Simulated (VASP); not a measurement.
# MgO (Periclase) (Fm-3m) in VASP: a series of runs, part 2 of 2

VASP 6.6.1. The steps go on from the part before.

### Step 3. Relaxation of cell and atoms, PBE+D3(BJ)

Contents of INCAR:

```
PREC     = Accurate       # precision mode
ENCUT    = 600            # plane-wave cutoff, eV
EDIFF    = 1E-6           # SCF threshold, eV
ISMEAR   = 0              # smearing method
SIGMA    = 0.02           # smearing width, eV
LREAL    = False          # projectors in reciprocal space
LASPH    = True           # aspherical terms in the spheres
NELM     = 80             # most SCF steps
ALGO     = Normal         # electronic algorithm
ISIF     = 3              # what is computed and relaxed
LWAVE    = False          # write WAVECAR
LCHARG   = False          # write CHGCAR
GGA      = PE             # functional
IVDW     = 12             # dispersion correction
IBRION   = 2              # ionic algorithm
NSW      = 100            # ionic steps
EDIFFG   = -0.005         # ionic threshold
```

Contents of KPOINTS:

```
Automatic mesh
0
Gamma
  10 10 10
```

Contents of POSCAR:

```
MgO
1.0
    0.0000000000      2.1085000000      2.1085000000
    2.1085000000      0.0000000000      2.1085000000
    2.1085000000      2.1085000000      0.0000000000
Mg O
1 1
Direct
    0.0000000000      0.0000000000      0.0000000000
    0.5000000000      0.5000000000      0.5000000000
```

Potentials or basis: VASP PAW PBE potentials, release 64 (Mg, O).

On the command line:

```
> cat potpaw_PBE.64/Mg/POTCAR potpaw_PBE.64/O/POTCAR > POTCAR
> mpirun -np 1 vasp_std > vasp.out
```

OUTCAR:

```text
PREC = Accurate
   ENCUT = 600
   EDIFF = 1E-6
   ISMEAR = 0
   LREAL = False
   LASPH = True
   NELM = 80
   ISIF = 3
   GGA = PE
   IVDW = 12
   IBRION = 2
   NSW = 100
   EDIFFG = -0.005
 IVDW          = 12

 ion  position               nearest neighbor table
   1  0.000  0.000  0.000-   2 2.11   2 2.11   2 2.11   2 2.11   2 2.11   2 2.11
   2  0.500  0.500  0.500-   1 2.11   1 2.11   1 2.11   1 2.11   1 2.11   1 2.11

  LATTYP: Found a face centered cubic cell.
 ALAT       =     4.2170000000

  Lattice vectors:

 A1 = (   0.0000000000,   2.1085000000,   2.1085000000)
 A2 = (   2.1085000000,   0.0000000000,   2.1085000000)
 A3 = (   2.1085000000,   2.1085000000,   0.0000000000)

Analysis of symmetry for initial positions (statically):
=====================================================================
 Subroutine PRICEL returns:
 Original cell was already a primitive cell.

 Routine SETGRP: Setting up the symmetry group for a
 face centered cubic supercell.

 Subroutine GETGRP returns: Found 48 space group operations
 (whereof 48 operations were pure point group operations)
 out of a pool of 48 trial point group operations.

The static configuration has the point symmetry O_h .

Analysis of symmetry for dynamics (positions and initial velocities):
=====================================================================
 Subroutine PRICEL returns:
 Original cell was already a primitive cell.

 Routine SETGRP: Setting up the symmetry group for a
 face centered cubic supercell.

 Subroutine GETGRP returns: Found 48 space group operations
 (whereof 48 operations were pure point group operations)
 out of a pool of 48 trial point group operations.

The dynamic configuration has the point symmetry O_h .

 Subroutine INISYM returns: Found 48 space group operations
 (whereof 48 operations are pure point group operations),
 and found     1 'primitive' translations

----------------------------------------------------------------------------------------

                                     Primitive cell

  volume of cell :      18.7478

  direct lattice vectors                    reciprocal lattice vectors
     0.000000000  2.108500000  2.108500000    -0.237135404  0.237135404  0.237135404
     2.108500000  0.000000000  2.108500000     0.237135404 -0.237135404  0.237135404
     2.108500000  2.108500000  0.000000000     0.237135404  0.237135404 -0.237135404

  length of vectors
     2.981869296  2.981869296  2.981869296     0.410730569  0.410730569  0.410730569

  position of ions in fractional coordinates (direct lattice)
     0.000000000  0.000000000  0.000000000
     0.500000000  0.500000000  0.500000000

  ion indices of the primitive-cell ions
   primitive index   ion index
                 1           1
                 2           2

----------------------------------------------------------------------------------------

 KPOINTS: Automatic mesh

Automatic generation of k-mesh.
 Grid dimensions read from file:
 generate k-points for:   10   10   10

 Generating k-lattice:

  Cartesian coordinates                     Fractional coordinates (reciprocal lattice)
    -0.023713540  0.023713540  0.023713540     0.100000000  0.000000000  0.000000000
     0.023713540 -0.023713540  0.023713540     0.000000000  0.100000000  0.000000000
     0.023713540  0.023713540 -0.023713540     0.000000000  0.000000000  0.100000000

  Length of vectors
     0.041073057  0.041073057  0.041073057

  Shift w.r.t. Gamma in fractional coordinates (k-lattice)
     0.000000000  0.000000000  0.000000000

 Subroutine IBZKPT returns following result:
 ===========================================

 Found     47 irreducible k-points:

 Following reciprocal coordinates:
            Coordinates               Weight
  0.000000  0.000000  0.000000      1.000000
  0.100000  0.000000  0.000000      8.000000
  0.200000  0.000000  0.000000      8.000000
  0.300000  0.000000  0.000000      8.000000
  0.400000  0.000000  0.000000      8.000000
  0.500000  0.000000  0.000000      4.000000
[... 16 lines left out ...]
  0.300000  0.300000  0.000000      6.000000
  0.400000  0.300000  0.000000     24.000000
 [... further k-points ...]
   k-points           NKPTS =     47   k-points in BZ     NKDIM =     47   number of bands    NBANDS=      8
   number of dos      NEDOS =    301   number of ions     NIONS =      2
   total plane-waves  NPLWV =  13824
   dimension x,y,z NGX =    24 NGY =   24 NGZ =   24
   dimension x,y,z NGXF=    48 NGYF=   48 NGZF=   48
   ions per type =               1   1
   NGX,Y,Z   is equivalent  to a cutoff of  13.38, 13.38, 13.38 a.u.
   NGXF,Y,Z  is equivalent  to a cutoff of  26.76, 26.76, 26.76 a.u.
 SYSTEM =  unknown system
   PREC   = accura    normal or accurate (medium, high low for compatibility)
   ISTART =      0    job   : 0-new  1-cont  2-samecut
   ICHARG =      2    charge: 1-file 2-atom 10-const
   ISPIN  =      1    spin polarized calculation?
   LNONCOLLINEAR =      F non collinear calculations
   LSORBIT =      F    spin-orbit coupling
   LASPH  =      T    aspherical Exc in radial PAW
   ENCUT  =  600.0 eV  44.10 Ry    6.64 a.u.   5.96  5.96  5.96*2*pi/ulx,y,z
   NELM   =     80;   NELMIN=  2; NELMDL= -5     # of ELM steps
   EDIFF  = 0.1E-05   stopping-criterion for ELM
   LREAL  =      F    real-space projection
   EDIFFG = -.5E-02   stopping-criterion for IOM
   NSW    =    100    number of steps for IOM
   IBRION =      2    ionic relax: 0-MD 1-quasi-New 2-CG
   NFREE  =      1    steps in history (QN), initial steepest desc. (CG)
   ISIF   =      3    stress and relaxation
   ISYM   =      2    0-nonsym 1-usesym 2-fastsym
   POTIM  = 0.5000    time-step for ionic-motion
   TEBEG  =    0.0;   TEEND  =   0.0 temperature during run
   PSTRESS=    0.0 pullay stress
   NELECT =       8.0000    total number of electrons
   NUPDOWN=      -1.0000    fix difference up-down
   EMIN   =  10.00;   EMAX   =-10.00  energy-range for DOS
   EFERMI =   0.00;   METHOD = LEGACY
   ISMEAR =     0;   SIGMA  =   0.02  broadening in eV -4-tet -1-fermi 0-gaus
   EFERMI_NEDOS =   21; number of points for ismear=-14 and -15
   IALGO  =     38    algorithm
   IMIX   =      4    mixing-type and parameters
     AMIX     =   0.40;   BMIX     =  1.00
     AMIX_MAG =   1.60;   BMIX_MAG =  1.00
  volume/ion in A,a.u.               =       9.37        63.26
  Fermi-wavevector in a.u.,A,eV,Ry     =   1.232503  2.329092 20.668107  1.519063
  Thomas-Fermi vector in A             =   2.367270
   LORBIT       =      0    0 simple, 1 ext, 2 COOP (PROOUT), +10 PAW based schemes
   GGA     = PE    functional components
   LHFCALC =     F    Hartree Fock is set to
   AEXX    =    0.0000 exact exchange contribution
   IVDW    =    12    specifies the selected vdW correction
   LEPSILON=     F    determine dielectric tensor
   LRPA    =     F    only Hartree local field effects (RPA)
 conjugate gradient relaxation of ions
 non-spin polarized calculation
 Gauss-broadening in eV      SIGMA  =   0.02
  energy-cutoff  :      600.00
  volume of cell :       18.75
 maximum number of plane-waves:       636
   NGX = 11   NGY = 11   NGZ = 11

--------------------------------------- Ionic step        1  -------------------------------------------

 number of electron       8.0000005 magnetization

 Free energy of the ion-electron system (eV)
  ---------------------------------------------------
  ext. energy  EPLUGINS =         0.00000000
  ---------------------------------------------------
  free energy    TOTEN  =       -11.91055224 eV

  energy without entropy =      -11.91055224  energy(sigma->0) =      -11.91055224

------------------------ aborting loop because EDIFF is reached ----------------------------------------

 Edisp (eV)   -0.58410

 E8    (eV) :    -0.2287
[... 71 lines left out ...]
--------------------------------------- Ionic step        3  -------------------------------------------

 number of electron       8.0000004 magnetization

 Free energy of the ion-electron system (eV)
  ---------------------------------------------------
  ext. energy  EPLUGINS =         0.00000000
  ---------------------------------------------------
  free energy    TOTEN  =       -11.90435190 eV

  energy without entropy =      -11.90435190  energy(sigma->0) =      -11.90435190

 E-fermi :   3.3720     XC(G=0): -11.1220

 val. band max:        3.2544009313   @ k =   0.0000   0.0000   0.0000
 cond. band min:       8.0727298376   @ k =   0.0000   0.0000   0.0000
 fundamental gap:      4.8183289064
 Fermi energy:         3.3719701946

 k-point     1 :       0.0000    0.0000    0.0000
  band No.  band energies     occupation
      1     -14.0556      2.00000
      2       3.2544      2.00000
      3       3.2544      2.00000
      4       3.2544      2.00000
      5       8.0727      0.00000
      6      19.1093      0.00000
      7      19.1093      0.00000
      8      19.1093      0.00000
[... 243 lines left out ...]
 k-point    24 :       0.4000    0.3000    0.0000
  band No.  band energies     occupation
      1     -12.7972      2.00000
      2      -0.3505      2.00000
      3       1.9384      2.00000
      4       2.1593      2.00000
      5      12.9157      0.00000
      6      13.4704      0.00000
      7      16.9571      0.00000
      8      21.5561      0.00000

 [... further k-points ...]

------------------------ aborting loop because EDIFF is reached ----------------------------------------

 Edisp (eV)   -0.59182

 E8    (eV) :    -0.2318
[... 25 lines left out ...]
  FREE ENERGIE OF THE ION-ELECTRON SYSTEM (eV)
  ---------------------------------------------------
  free  energy   TOTEN  =       -12.4961704412 eV

  energy  without entropy=      -12.4961704412  energy(sigma->0) =      -12.49617044

 reached required accuracy - stopping structural energy minimisation
```

Run time: 12 s. Hardware: 1 thread of AMD EPYC 7R43 (Zen 3), shared host; peak memory 0.13 GiB.

What came out:

```
Free energy                            : -12.4962 eV
Relaxed volume                         : 9.26 Å³/atom
Relaxed cell                           : a = 2.969 Å, b = 2.969 Å, c = 2.969 Å, α = 60.00°, β = 60.00°, γ = 60.00°
Space group after relaxing (to 0.05 Å) : Fm-3m (No. 225)
Energy gained by relaxing              : 0.8 meV/atom
Ionic steps                            : 3
Pressure after relaxing                : 0.0 GPa
Band gap on the k mesh                 : 4.82 eV, direct
Dispersion energy per atom             : -0.296 eV
```

The path:
```csv
step,energy change (eV),largest force (eV/Å),pressure (GPa),volume (Å³)
1,0.0000,0.0000,-2.05,18.75
2,-0.0013,0.0000,0.76,18.42
3,-0.0015,0.0000,0.00,18.51
```

Final structure:
```
Mg O
1.0
     0.00000    2.09956    2.09956
     2.09956    0.00000    2.09956
     2.09956    2.09956    0.00000
Mg O
1 1
Direct
  0.00000 0.00000 0.00000
  0.50000 0.50000 0.50000
```

Levels at points of the mesh, in eV from the valence-band top:
| k point | band 2 | band 3 | band 4 | band 5 | band 6 | band 7 |
| --- | --- | --- | --- | --- | --- | --- |
| (0.00, 0.00, 0.00) | 0.00 | 0.00 | 0.00 | 4.82 | 15.85 | 15.85 |
| (0.50, 0.00, 0.00) | -4.66 | -0.66 | -0.66 | 7.96 | 12.71 | 16.41 |
| (0.50, 0.50, 0.00) | -4.12 | -1.36 | -1.36 | 9.13 | 10.07 | 13.20 |

### Step 4. Single point, PBE+D3(BJ)

This run uses another cell than the first one, of 9.31 Å³/atom, 0.994 times its volume.

Contents of INCAR:

```
PREC = Accurate
ENCUT = 520
EDIFF = 1E-6
ISMEAR = 0
SIGMA = 0.02
LREAL = False
LASPH = True
NELM = 60
ALGO = Normal
ISIF = 2
LWAVE = False
LCHARG = False
GGA = PE
IVDW = 12
NBANDS = 11
```

Contents of KPOINTS:

```
regular mesh
0
Gamma
  10 10 10
```

Contents of POSCAR:

```
MgO
1.0
    0.0000000000      2.1040119739      2.1040119739
    2.1040119739      0.0000000000      2.1040119739
    2.1040119739      2.1040119739      0.0000000000
Mg O
1 1
Direct
    0.0000000000      0.0000000000      0.0000000000
    0.5000000000      0.5000000000      0.5000000000
```

On the command line:

```
> cat potpaw_PBE.64/Mg/POTCAR potpaw_PBE.64/O/POTCAR > POTCAR
> mpirun -np 1 vasp_std > vasp.out
```

Wall time 14 s (1 thread of Intel Xeon 8259CL, shared host); peak memory 0.15 GiB.

It converged, with:

| Item | Value |
| --- | --- |
| Free energy | -12.4920 eV |
| Pressure | -0.8 GPa |
| Band gap on the k mesh | 4.75 eV, direct |
| Dispersion energy per atom | -0.294 eV |

Levels at points of the mesh, in eV from the valence-band top:
| k point | band 2 | band 3 | band 4 | band 5 | band 6 | band 7 |
| --- | --- | --- | --- | --- | --- | --- |
| (0.00, 0.00, 0.00) | 0.00 | 0.00 | 0.00 | 4.75 | 15.82 | 15.82 |
| (0.50, 0.00, 0.00) | -4.63 | -0.66 | -0.66 | 7.91 | 12.64 | 16.34 |
| (0.50, 0.50, 0.00) | -4.10 | -1.35 | -1.35 | 9.12 | 10.00 | 13.13 |

### Step 5. Overview

```tsv
task	cell	k mesh	cutoff (eV)	smearing	gap on the mesh (eV)	pressure (GPa)
single point	a = 2.982 Å, angles 60.0°, 2 atoms	8 × 8 × 8	520	gaussian 0.1 eV	4.69	-1.8
relaxation of cell and atoms	relaxed from a = 2.982 Å, angles 60.0°, 2 atoms	10 × 10 × 10	600	gaussian 0.02 eV	4.82	0.0
single point	a = 2.976 Å, angles 60.0°, 2 atoms	10 × 10 × 10	520	gaussian 0.02 eV	4.75	-0.8
```

Alike in all rows: level PBE+D3(BJ); potentials or basis VASP PAW PBE potentials, release 64 (Mg, O); no spin polarisation.

Total energies depend on the potentials used, so only differences within one code and one set of settings carry meaning.

### Step 6. Against experiment

Step 2. Against the measured gap of MgO, 7.83 eV (quoted in “Electronic structure of alkaline earth and post-transition metal oxides”, 2009, arxiv:0908.1581), the calculated 4.69 eV is off by -3.14 eV. The value is that of PBE+D3(BJ), without temperature or zero-point motion. Semilocal functionals fall short of measured gaps as a rule.

Step 4. A measured gap of MgO is 7.83 eV (quoted in “Electronic structure of alkaline earth and post-transition metal oxides”, 2009, arxiv:0908.1581); the calculated 4.75 eV misses it by -3.08 eV. The value is that of PBE+D3(BJ), without temperature or zero-point motion. Semilocal functionals fall short of measured gaps as a rule.
